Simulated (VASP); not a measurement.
## CaF2: single point with PBE

CaF2:

```xyz
3
Lattice="0.0000 2.6652 2.7517 2.6652 0.0000 2.7517 2.6652 2.6652 0.0000" Properties=species:S:1:pos:R:3 pbc="T T T"
Ca    0.0000    0.0000    0.0000
F     1.3326    1.3326    1.3758
F     3.9978    3.9978    4.1275
```

This cell differs from its parent crystal: epitaxial xy strain -2.0%.

```
Program             : VASP 6.6.1
Task                : single point
Functional          : PBE
Potentials or basis : VASP PAW PBE potentials, release 64 (Ca_sv, F)
Cutoff              : 600 eV
k mesh              : 4 × 4 × 4
Occupations         : gaussian, width 0.01 eV
Spin                : no spin polarisation
```

```json
{"Pressure": "6.5 GPa", "Band gap on the k mesh": "7.44 eV (least direct gap 7.69 eV)"}
```

Stress tensor (GPa, compression positive):
```
7.75 0.00 0.00
0.00 7.75 0.00
0.00 0.00 3.85
```

Levels at points of the mesh, in eV from the valence-band top:
```csv
k point,band 9,band 10,band 11,band 12,band 13,band 14,band 15,band 16
"(0.00, 0.00, 0.00)",-2.25,-0.48,-0.25,-0.25,7.44,9.17,9.36,11.39
"(0.50, 0.00, 0.00)",-1.40,-1.35,-0.94,-0.92,9.48,9.50,9.94,10.87
"(0.50, 0.50, 0.00)",-1.77,-0.40,-0.40,-0.18,8.14,9.53,10.23,11.02
"(0.50, 0.00, 0.50)",-1.71,-0.62,-0.34,0.00,8.16,9.76,10.24,11.07
```

It took 20 s on 1 thread of Intel Xeon 8259CL, on a shared host, peak memory 0.18 GiB.

Caveat: the k points lie up to 0.51 Å⁻¹ apart; the cell differs from its parent crystal (epitaxial xy strain -2.0%). A k mesh can miss the band edges.
